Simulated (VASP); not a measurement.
Write the native input for VASP 6.6.1 that does the following.

```yaml
Task: electric field gradients
Functional: PBEsol
Potentials_or_basis: VASP PAW PBE potentials, release 64 (Zn)
Cutoff: 400 eV
k_mesh: 18 × 18 × 9
Occupations: fermi-dirac, width 0.03 eV
Spin: no spin polarisation
Dipole_correction: no
Further_INCAR_settings: ALGO = Normal; EDIFF = 1e-08; NBANDS = 19
```

The structure of Zn lies in POSCAR:

```
Zn
1.0
    2.6656347759      0.0000000000      0.0000000000
   -1.3328173879      2.3085074331      0.0000000000
    0.0000000000      0.0000000000      4.9687374617
Zn
2
Direct
    0.3333333333      0.6666666667      0.2500000000
    0.6666666667      0.3333333333      0.7500000000
```

These files were run (other wordings do the same):

INCAR

```
  ALGO = Normal
  EDIFF = 1E-8
  ENCUT = 400
  GGA = PS
  GGA_COMPAT = F
  ISIF = 2
  ISMEAR = -1
  LASPH = T
  LCHARG = F
  LEFG = T
  LREAL = F
  LWAVE = F
  NBANDS = 19
  NELM = 120
  PREC = Accurate
  SIGMA = 0.03
```

KPOINTS

```
k-points
0
Gamma
  18 18 9
```

Potentials or basis: VASP PAW PBE potentials, release 64 (Zn).

Launch:

```console
$ cat potpaw_PBE.64/Zn/POTCAR > POTCAR
$ mpirun -np 1 vasp_std > vasp.out
```

It gave:

| Quantity | Value |
| --- | --- |
| Pressure | -6.0 GPa |
| Band gap on the k mesh | zero (bands 12 and 13 overlap by 4.71 eV) |
| Largest electric field gradient by atom | Zn +33.1 V/Å² |

Caveat: the cell stands under tension; without QUAD_EFG the Cq values of the log hold for a quadrupole moment of 1 mb, not for the nuclei; the PAW data sets were made with another functional, which shifts forces and pressure a little.

Run time: 62 s on 1 thread of Intel(R) Xeon(R) Platinum 8488C (Sapphire Rapids), with other jobs on the host, peak memory 0.17 GiB.
